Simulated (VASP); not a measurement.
# Pt (Fm-3m) in VASP: a series of runs, part 2 of 2

VASP 6.6.1. Earlier steps stand in the parts before.

### 4 Single point, PBEsol

INCAR reads:

```
SYSTEM = Pt
PREC = Accurate ; ENCUT = 520
EDIFF = 1E-7 ; ISMEAR = 0
SIGMA = 0.05 ; LREAL = .FALSE.
LASPH = .TRUE. ; NELM = 80
ALGO = Normal ; ISIF = 2
LWAVE = .FALSE. ; LCHARG = .FALSE.
GGA = PS ; NBANDS = 11
```

KPOINTS reads:

```
Automatic mesh
0
G
  18 18 18
  0 0 0
```

POSCAR reads:

```
Pt
1.0
    0.0000000000      1.9588505871      1.9588505871
    1.9588505871      0.0000000000      1.9588505871
    1.9588505871      1.9588505871      0.0000000000
Pt
1
Direct
    0.0000000000      0.0000000000      0.0000000000
```

Potentials or basis: VASP PAW PBE potentials, release 64 (Pt).

Started as:

```console
$ cat potpaw_PBE.64/Pt/POTCAR > POTCAR
$ mpirun -np 1 vasp_std > vasp.out
```

OUTCAR:

```text
SYSTEM = Pt
   PREC = Accurate
   ENCUT = 520
   EDIFF = 1E-7
   ISMEAR = 0
   LREAL = .FALSE.
   LASPH = .TRUE.
   NELM = 80
   ISIF = 2
   GGA = PS

 ion  position               nearest neighbor table
   1  0.000  0.000  0.000-

  LATTYP: Found a face centered cubic cell.
 ALAT       =     3.9177011742

  Lattice vectors:

 A1 = (   0.0000000000,   1.9588505871,   1.9588505871)
 A2 = (   1.9588505871,   0.0000000000,   1.9588505871)
 A3 = (   1.9588505871,   1.9588505871,   0.0000000000)

Analysis of symmetry for initial positions (statically):
=====================================================================
 Subroutine PRICEL returns:
 Original cell was already a primitive cell.

 Routine SETGRP: Setting up the symmetry group for a
 face centered cubic supercell.

 Subroutine GETGRP returns: Found 48 space group operations
 (whereof 48 operations were pure point group operations)
 out of a pool of 48 trial point group operations.

The static configuration has the point symmetry O_h .

Analysis of symmetry for dynamics (positions and initial velocities):
=====================================================================
 Subroutine PRICEL returns:
 Original cell was already a primitive cell.

 Routine SETGRP: Setting up the symmetry group for a
 face centered cubic supercell.

 Subroutine GETGRP returns: Found 48 space group operations
 (whereof 48 operations were pure point group operations)
 out of a pool of 48 trial point group operations.

The dynamic configuration has the point symmetry O_h .

 Subroutine INISYM returns: Found 48 space group operations
 (whereof 48 operations are pure point group operations),
 and found     1 'primitive' translations

----------------------------------------------------------------------------------------

                                     Primitive cell

  volume of cell :      15.0326

  direct lattice vectors                    reciprocal lattice vectors
     0.000000000  1.958850587  1.958850587    -0.255251729  0.255251729  0.255251729
     1.958850587  0.000000000  1.958850587     0.255251729 -0.255251729  0.255251729
     1.958850587  1.958850587  0.000000000     0.255251729  0.255251729 -0.255251729

  length of vectors
     2.770233067  2.770233067  2.770233067     0.442108964  0.442108964  0.442108964

  position of ions in fractional coordinates (direct lattice)
     0.000000000  0.000000000  0.000000000

  ion indices of the primitive-cell ions
   primitive index   ion index
                 1           1

----------------------------------------------------------------------------------------

 KPOINTS: Automatic mesh

Automatic generation of k-mesh.
 Grid dimensions read from file:
 generate k-points for:   18   18   18

 Generating k-lattice:

  Cartesian coordinates                     Fractional coordinates (reciprocal lattice)
    -0.014180652  0.014180652  0.014180652     0.055555556  0.000000000  0.000000000
     0.014180652 -0.014180652  0.014180652     0.000000000  0.055555556  0.000000000
     0.014180652  0.014180652 -0.014180652     0.000000000  0.000000000  0.055555556

  Length of vectors
     0.024561609  0.024561609  0.024561609

  Shift w.r.t. Gamma in fractional coordinates (k-lattice)
     0.000000000  0.000000000  0.000000000

 Subroutine IBZKPT returns following result:
 ===========================================

 Found    195 irreducible k-points:

 Following reciprocal coordinates:
            Coordinates               Weight
  0.000000  0.000000  0.000000      1.000000
  0.055556  0.000000  0.000000      8.000000
  0.111111  0.000000  0.000000      8.000000
  0.166667  0.000000  0.000000      8.000000
  0.222222  0.000000  0.000000      8.000000
  0.277778  0.000000  0.000000      8.000000
[... 16 lines left out ...]
 -0.277778  0.055556  0.000000     24.000000
 -0.222222  0.055556  0.000000     24.000000
 [... further k-points ...]
   k-points           NKPTS =    195   k-points in BZ     NKDIM =    195   number of bands    NBANDS=     11
   number of dos      NEDOS =    301   number of ions     NIONS =      1
   total plane-waves  NPLWV =  13824
   dimension x,y,z NGX =    24 NGY =   24 NGZ =   24
   dimension x,y,z NGXF=    48 NGYF=   48 NGZF=   48
   ions per type =               1
   NGX,Y,Z   is equivalent  to a cutoff of  14.40, 14.40, 14.40 a.u.
   NGXF,Y,Z  is equivalent  to a cutoff of  28.81, 28.81, 28.81 a.u.
 SYSTEM =  Pt
   PREC   = accura    normal or accurate (medium, high low for compatibility)
   ISTART =      0    job   : 0-new  1-cont  2-samecut
   ICHARG =      2    charge: 1-file 2-atom 10-const
   ISPIN  =      1    spin polarized calculation?
   LNONCOLLINEAR =      F non collinear calculations
   LSORBIT =      F    spin-orbit coupling
   LASPH  =      T    aspherical Exc in radial PAW
   ENCUT  =  520.0 eV  38.22 Ry    6.18 a.u.   5.15  5.15  5.15*2*pi/ulx,y,z
   NELM   =     80;   NELMIN=  2; NELMDL= -5     # of ELM steps
   EDIFF  = 0.1E-06   stopping-criterion for ELM
   LREAL  =      F    real-space projection
   EDIFFG = 0.1E-05   stopping-criterion for IOM
   NSW    =      0    number of steps for IOM
   IBRION =     -1    ionic relax: 0-MD 1-quasi-New 2-CG
   NFREE  =      0    steps in history (QN), initial steepest desc. (CG)
   ISIF   =      2    stress and relaxation
   ISYM   =      2    0-nonsym 1-usesym 2-fastsym
   POTIM  = 0.5000    time-step for ionic-motion
   TEBEG  =    0.0;   TEEND  =   0.0 temperature during run
   PSTRESS=    0.0 pullay stress
   NELECT =      10.0000    total number of electrons
   NUPDOWN=      -1.0000    fix difference up-down
   EMIN   =  10.00;   EMAX   =-10.00  energy-range for DOS
   EFERMI =   0.00;   METHOD = LEGACY
   ISMEAR =     0;   SIGMA  =   0.05  broadening in eV -4-tet -1-fermi 0-gaus
   EFERMI_NEDOS =   21; number of points for ismear=-14 and -15
   IALGO  =     38    algorithm
   IMIX   =      4    mixing-type and parameters
     AMIX     =   0.40;   BMIX     =  1.00
     AMIX_MAG =   1.60;   BMIX_MAG =  1.00
  volume/ion in A,a.u.               =      15.03       101.44
  Fermi-wavevector in a.u.,A,eV,Ry     =   1.429103  2.700613 27.787659  2.042335
  Thomas-Fermi vector in A             =   2.549093
   LORBIT       =      0    0 simple, 1 ext, 2 COOP (PROOUT), +10 PAW based schemes
   GGA     = PS    functional components
   LHFCALC =     F    Hartree Fock is set to
   AEXX    =    0.0000 exact exchange contribution
   IVDW    =     0    specifies the selected vdW correction
   LEPSILON=     F    determine dielectric tensor
   LRPA    =     F    only Hartree local field effects (RPA)
 non-spin polarized calculation
 Gauss-broadening in eV      SIGMA  =   0.05
  energy-cutoff  :      520.00
  volume of cell :       15.03
 maximum number of plane-waves:       419
 NGX is ok and might be reduce to    24
   NGX = 11   NGY = 11   NGZ = 11

 number of electron      10.0000000 magnetization

 Free energy of the ion-electron system (eV)
  ---------------------------------------------------
  ext. energy  EPLUGINS =         0.00000000
  ---------------------------------------------------
  free energy    TOTEN  =        -6.96137743 eV

  energy without entropy =       -6.95852024  energy(sigma->0) =       -6.95994883

 E-fermi :  11.1605     XC(G=0): -13.6476

 val. band max:       11.1590955226   @ k =  -0.3333   0.3889   0.1111
 cond. band min:      11.1707976892   @ k =   0.3889   0.2222   0.0000
 fundamental gap:      0.0117021666
 Fermi energy:        11.1604984686

 k-point     1 :       0.0000    0.0000    0.0000
  band No.  band energies     occupation
      1       0.8259      2.00000
      2       7.3313      2.00000
      3       7.3313      2.00000
      4       7.3313      2.00000
      5       9.5211      2.00000
      6       9.5211      2.00000
      7      25.7739      0.00000
      8      30.7494      0.00000
      9      30.7494      0.00000
     10      30.7494      0.00000
     11      36.0601      0.00000
[... 309 lines left out ...]
 k-point    24 :      -0.2222    0.0556    0.0000
  band No.  band energies     occupation
      1       2.8818      2.00000
      2       6.8272      2.00000
      3       7.7282      2.00000
      4       7.7973      2.00000
      5       9.3194      2.00000
      6      10.0068      2.00000
      7      24.8179      0.00000
      8      27.6953      0.00000
      9      32.2195      0.00000
     10      33.6292      0.00000
     11      34.8876      0.00000

 [... further k-points ...]

------------------------ aborting loop because EDIFF is reached ----------------------------------------

  FORCE on cell =-STRESS in cart. coord.  units (eV):
  Direction    XX          YY          ZZ          XY          YZ          ZX
  --------------------------------------------------------------------------------------
  -------------------------------------------------------------------------------------
  Total       -0.0399120     -0.0399120     -0.0399120      0.0000000      0.0000000      0.0000000
  in kB       -4.2538313     -4.2538313     -4.2538313      0.0000000      0.0000000      0.0000000
  external PRESSURE =      -4.2538313 kB  Pullay stress =       0.0000000 kB

 VOLUME and BASIS-vectors are now :
 -----------------------------------------------------------------------------
  energy-cutoff  :      520.00
  volume of cell :       15.03
      direct lattice vectors                 reciprocal lattice vectors
     0.000000000  1.958850587  1.958850587    -0.255251729  0.255251729  0.255251729
     1.958850587  0.000000000  1.958850587     0.255251729 -0.255251729  0.255251729
     1.958850587  1.958850587  0.000000000     0.255251729  0.255251729 -0.255251729

 POSITION                                       TOTAL-FORCE (eV/Angst)
 -----------------------------------------------------------------------------------
      0.00000      0.00000      0.00000         0.000000      0.000000      0.000000
 -----------------------------------------------------------------------------------
    total drift:                               -0.000000      0.000000     -0.000000

  FREE ENERGIE OF THE ION-ELECTRON SYSTEM (eV)
  ---------------------------------------------------
  free  energy   TOTEN  =        -6.9613774252 eV

  energy  without entropy=       -6.9585202409  energy(sigma->0) =       -6.95994883
```

Wall time 26 s (1 thread of Intel Xeon Platinum 8375C at 2.90GHz (Ice Lake), shared host); peak memory 0.17 GiB.

Results:

* Free energy: -6.9614 eV
* Pressure: -0.4 GPa
* Band gap on the k mesh: zero (band 5 reaches 11.66 eV, above the bottom of band 6 at 9.41 eV)

Levels at points of the mesh, in eV from the Fermi level:
```
           k point  band 2  band 3  band 4  band 5  band 6  band 7  band 8  band 9
(0.00, 0.00, 0.00)   -3.83   -3.83   -3.83   -1.64   -1.64   14.61   19.59   19.59
(0.50, 0.00, 0.00)   -3.89   -3.89   -0.56    0.04    0.04    5.82   14.17   18.96
(0.50, 0.50, 0.00)   -6.69    0.01    0.49    0.49    1.70    8.86   11.34   11.34
```

Caveat: the PAW data sets were made with another functional, which shifts forces and pressure a little; spin-orbit coupling is left out, which moves the levels of the heavy elements.

### 5 Summary

```csv
cell,gap on the mesh (eV),pressure (GPa)
"a = 2.772 Å, angles 60.0°, 1 atom",none,-0.9
"a = 2.769 Å, angles 60.0°, 1 atom",none,0.0
"a = 2.770 Å, angles 60.0°, 1 atom",none,-0.4
```

Alike in all rows: task single point; level PBEsol; potentials or basis VASP PAW PBE potentials, release 64 (Pt); no spin polarisation; k mesh 18 × 18 × 18; cutoff (eV) 520; smearing gaussian 0.05 eV.

Caveats: the PAW data sets were made with another functional, which shifts forces and pressure a little; spin-orbit coupling is left out, which moves the levels of the heavy elements.

Total energies depend on the potentials used, so only differences within one code and one set of settings carry meaning.
